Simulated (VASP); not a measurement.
A run of VASP 6.6.1:

The input INCAR:

```
SYSTEM = Os
PREC = Accurate
ENCUT = 600
EDIFF = 1E-7
ISMEAR = -1
SIGMA = 0.05
LREAL = .FALSE.
LASPH = .TRUE.
NELM = 120
ALGO = Normal
ISIF = 3
LWAVE = .FALSE.
LCHARG = .FALSE.
GGA = CA
IBRION = 2
NSW = 80
EDIFFG = -0.02
PSTRESS = 200.0
GGA_COMPAT = .FALSE.
NELMIN = 4
```

File KPOINTS:

```
Automatic mesh
0
G
  10 10 10
  0 0 0
```

The input POSCAR:

```
Os
1.0
    0.0000000000      1.9100000000      1.9100000000
    1.9100000000      0.0000000000      1.9100000000
    1.9100000000      1.9100000000      0.0000000000
Os
1
Direct
    0.0000000000      0.0000000000      0.0000000000
```

Potentials or basis: VASP PAW LDA potentials, release 64 (Os).

Run with:

```console
$ cat potpaw_LDA.64/Os/POTCAR > POTCAR
$ mpirun -np 1 vasp_std > vasp.out
```

Hardware: 1 thread of Intel(R) Xeon(R) Platinum 8488C (Sapphire Rapids), with other jobs on the host.

Estimate the wall time of this run.

Wall time 17 s on 1 thread of Intel(R) Xeon(R) Platinum 8488C (Sapphire Rapids) (shared host), peak memory 0.15 GiB. Counts: scf iterations 41, k points 47, ion steps 5.
